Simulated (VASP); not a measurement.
# B: single point with PBE

B:

```xyz
2
Lattice="0.0000 2.0529 2.0529 2.0529 0.0000 2.0529 2.0529 2.0529 0.0000" Properties=species:S:1:pos:R:3 pbc="T T T"
B     0.5132    0.5132    0.5132
B     3.5925    3.5925    3.5925
```

This cell differs from its parent crystal: volume scaled by 1.04.

```yaml
Program: VASP 6.6.1
Task: single point
Functional: PBE
Potentials_or_basis: VASP PAW PBE potentials, release 64 (B)
Cutoff: 520 eV
k_mesh: 22 × 22 × 22
Occupations: fermi-dirac, width 0.1 eV
Spin: no spin polarisation
Dipole_correction: no
Further_INCAR_settings: ALGO = Normal; EDIFF = 1e-06; NBANDS = 10
```

```yaml
Pressure: -6.5 GPa
Band_gap_on_the_k_mesh: zero (band 3 reaches 7.35 eV, above the bottom of band 4 at 0.50 eV)
```

Levels at points of the mesh, in eV from the Fermi level:
```csv
k point,band 1,band 2,band 3,band 4,band 5,band 6
"(0.00, 0.00, 0.00)",-12.60,3.89,3.89,3.89,7.97,7.97
"(0.50, 0.00, 0.00)",-7.94,-6.79,1.64,1.64,10.00,10.00
"(0.50, 0.50, 0.00)",-5.87,-5.87,-1.23,-1.23,7.02,7.02
```

Wall time 33 s on 1 thread of Intel(R) Xeon(R) Platinum 8259CL CPU @ 2.50GHz (Skylake/Cascade Lake) (shared host), peak memory 0.16 GiB.
